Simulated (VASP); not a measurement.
BaS:

```xyz
2
Lattice="3.8338 0.0000 0.0000 0.0000 3.8338 0.0000 0.0000 0.0000 3.8338" Properties=species:S:1:pos:R:3 pbc="T T T"
Ba    0.0000    0.0000    0.0000
S     1.9169    1.9169    1.9169
```

Base run:

- Program: VASP 6.6.1
- Functional: PBE
- Potentials or basis: VASP PAW PBE potentials, release 64 (Ba_sv, S)
- Cutoff: 520 eV
- k mesh: 6 × 6 × 6
- Occupations: gaussian, width 0.01 eV
- Spin: no spin polarisation

Its results: band gap on the k mesh 1.43 eV, indirect (least direct gap 1.54 eV); pressure 1.2 GPa.

Problem. After a change of settings the same cell gave: band gap on the k mesh 1.81 eV, indirect (least direct gap 1.91 eV); pressure 1.0 GPa. Which change was it?
A. functional from PBE to r2SCAN
B. k mesh from 6 × 6 × 6 to 4 × 4 × 4
C. k mesh from 6 × 6 × 6 to 4 × 4 × 4; further incar settings from ALGO = Normal; EDIFF = 1e-06; NBANDS = 15 to ALGO = Normal; EDIFF = 1e-07; NBANDS = 15

Solution. A.

r2SCAN gives the wider gap, since meta-GGAs in the generalised Kohn-Sham scheme recover part of the derivative discontinuity.

Caveats: spin-orbit coupling is left out, which moves the levels of the heavy elements; the PAW data sets were made with another functional, which shifts forces and pressure a little (some runs).
